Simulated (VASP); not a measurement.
**Pd: single point with PBEsol**

The system is Pd.

```xyz
2
Lattice="3.1067 0.0000 0.0000 0.0000 3.1067 0.0000 0.0000 0.0000 2.9911" Properties=species:S:1:pos:R:3 pbc="T T T"
Pd    0.0000    0.0000    0.0000
Pd    1.5534    1.5534    1.4956
```

This cell differs from its parent crystal: uniaxial strain along c: -3.0 %.

| Quantity | Value |
| --- | --- |
| Program | VASP 6.6.1 |
| Task | single point |
| Functional | PBEsol |
| Potentials or basis | VASP PAW PBE potentials, release 64 (Pd) |
| Cutoff | 520 eV |
| k mesh | 14 × 14 × 14 |
| Occupations | gaussian, width 0.1 eV |
| Spin | no spin polarisation |

```json
{
  "Pressure": "2.9 GPa",
  "Band gap on the k mesh": "zero (bands 10 and 11 overlap by 1.12 eV)"
}
```

Stress tensor (GPa, compression positive):
```
3.44 0.00 0.00
0.00 3.44 0.00
0.00 0.00 1.81
```

Levels at points of the mesh, in eV from the Fermi level:
```
           k point  band 6  band 7  band 8  band 9  band 10  band 11  band 12  band 13  band 14  band 15
(0.00, 0.00, 0.00)   -2.96   -1.16   -0.82    0.23     0.23     0.31     8.86     8.86    10.08    17.55
(0.50, 0.00, 0.00)   -2.46   -2.25   -2.25   -1.49    -1.49     0.55     0.55    16.70    16.70    17.07
(0.50, 0.50, 0.00)   -1.28   -0.81   -0.81    0.62     0.62     1.11     1.11     7.84     7.84    15.48
(0.00, 0.00, 0.50)   -2.51   -2.51   -2.51   -1.61    -1.61     1.07     1.07    16.92    16.92    17.17
(0.50, 0.00, 0.50)   -1.01   -0.59   -0.59    0.67     0.67     1.39     1.39     8.27     8.27    15.00
(0.50, 0.50, 0.50)   -3.64   -0.74   -0.74   -0.58    -0.58     8.99     8.99     9.44     9.44     9.75
```

It took 2.4 min on 1 thread of Intel Xeon 8259CL, on a shared host, peak memory 0.23 GiB.

Caveat: the cell differs from its parent crystal (uniaxial strain along c: -3.0 %); the PAW data sets were made with another functional, which shifts forces and pressure a little.
